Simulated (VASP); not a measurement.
Cu3AgIr2Pd4Pt2:

```xyz
12
Lattice="-3.8798 -3.8798 0.0000 0.0000 3.8798 3.8798 -3.8798 3.8798 -3.8798" Properties=species:S:1:pos:R:3 pbc="T T T"
Cu   -0.0145    3.8766    3.8514
Cu   -1.9463    0.0107    1.9368
Cu   -0.0196    1.9170    1.9068
Pd   -5.8003   -0.0147   -1.9055
Pd   -3.8834    1.9113   -1.9265
Pd   -3.9060    1.9514    1.9603
Pd   -1.9498    3.8938    1.9423
Ag   -1.9306    1.8971   -0.0006
Ir   -5.8350    1.9316    0.0274
Ir   -3.8762    3.8623   -0.0129
Pt   -5.7814    5.8385   -0.0136
Pt   -3.9015    0.0228   -0.0015
```

| Property | Result |
| --- | --- |
| Program | VASP 6.6.1 |
| Task | relaxation of cell and atoms |
| Functional | PBE |
| Potentials or basis | VASP PAW PBE potentials, release 64 (Cu, Pd, Ag, Ir, Pt) |
| Cutoff | 600 eV |
| k mesh | 3 × 3 × 2, shifted |
| Occupations | gaussian, width 0.1 eV |
| Spin | no spin polarisation |

At the start: pressure 0.7 GPa; volume 14.60 Å³/atom.

Problem. How do energy, volume and symmetry change on relaxing?

Solution. Over 13 steps the energy falls by 35.0 meV/atom and the volume is 14.62 Å³/atom (+0.1 %); space group P1 (No. 1, to 0.1 Å) before, Cm (No. 8, to 0.1 Å).

Step by step:
```
step  energy change (eV)  largest force (eV/Å)  pressure (GPa)  volume (Å³)
   1              0.0000                1.5562            0.71       175.20
   2             -0.3230                0.5810           -1.99       176.85
   3             -0.3407                0.3912           -2.53       177.37
   4             -0.3409                0.3270            4.37       171.53
   5             -0.3796                0.2981            0.78       174.39
   6             -0.4030                0.1775            0.26       174.92
   7             -0.4059                0.2283            0.04       175.17
   8             -0.4160                0.1203           -0.17       175.46
   9             -0.4183                0.0954           -0.30       175.67
  10             -0.4192                0.0554            0.59       174.92
  11             -0.4196                0.0543            0.28       175.19
  12             -0.4204                0.0470           -0.07       175.51
  13             -0.4205                0.0339           -0.02       175.44
```

Final structure:
```cif
data_structure
_symmetry_space_group_name_H-M 'P 1'
_symmetry_Int_Tables_number 1
_cell_length_a 5.4468
_cell_length_b 5.5204
_cell_length_c 6.7074
_cell_angle_alpha 90.163
_cell_angle_beta 90.000
_cell_angle_gamma 119.553
_cell_volume 175.44
loop_
_atom_site_label
_atom_site_type_symbol
_atom_site_fract_x
_atom_site_fract_y
_atom_site_fract_z
_atom_site_occupancy
Cu1 Cu 0.99461 0.98743 0.99528 1
Cu2 Cu 0.51088 0.50377 0.99437 1
Cu3 Cu 0.99531 0.50312 0.99429 1
Pd1 Pd 0.83799 0.17212 0.67607 1
Pd2 Pd 0.33656 0.17255 0.67627 1
Pd3 Pd 0.66590 0.82923 0.33378 1
Pd4 Pd 0.16571 0.82942 0.33360 1
Ag1 Ag 0.16645 0.33052 0.31797 1
Ir1 Ir 0.83375 0.66487 0.66222 1
Ir2 Ir 0.33937 0.67686 0.68431 1
Pt1 Pt 0.49769 0.99337 0.00706 1
Pt2 Pt 0.66940 0.33646 0.32326 1
```

Caveat: the k points lie up to 0.47 Å⁻¹ apart in the final cell.
